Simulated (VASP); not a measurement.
Runs of VASP 6.6.1 on SiC. It takes space group F-43m (No. 216, cubic). Conventional cell: a = 4.356 Å, b = 4.356 Å, c = 4.356 Å, α = 90.00°, β = 90.00°, γ = 90.00°. Si (site symmetry -43m) has 4 C at 1.89 Å within 2.5 Å. C (site symmetry -43m) has 4 Si at 1.89 Å within 2.5 Å. 

```csv
level,k mesh,cutoff (eV),smearing,grid for exact exchange (PRECFOCK),share of exact exchange,screening parameter,gap on the mesh (eV),pressure (GPa)
PBEsol,2 × 2 × 2,600,gaussian 0.01 eV,-,-,-,(b),9.0
PBEsol,8 × 8 × 8,600,gaussian 0.5 eV,-,-,-,1.23,0.3
PBEsol+D4,8 × 8 × 8,600,gaussian 0.01 eV,-,-,-,1.23,(a)
PBE-based screened hybrid,4 × 4 × 4,520,gaussian 0.01 eV,Normal,0.35,0.2078 1/Å,(c),-3.1
PBE,4 × 4 × 4,600,gaussian 0.01 eV,-,-,-,1.31,3.8
```

Alike in all rows: task single point; potentials or basis VASP PAW PBE potentials, release 64 (Si, C); no spin polarisation; cell as given.

Question: Fill in the values left out.

Answer: (a) -2.1; (b) 0.76; (c) 2.62.

Caveats: some runs use coarse meshes; the PAW data sets were made with another functional, which shifts forces and pressure a little (some runs).

A k mesh can miss the band edges.
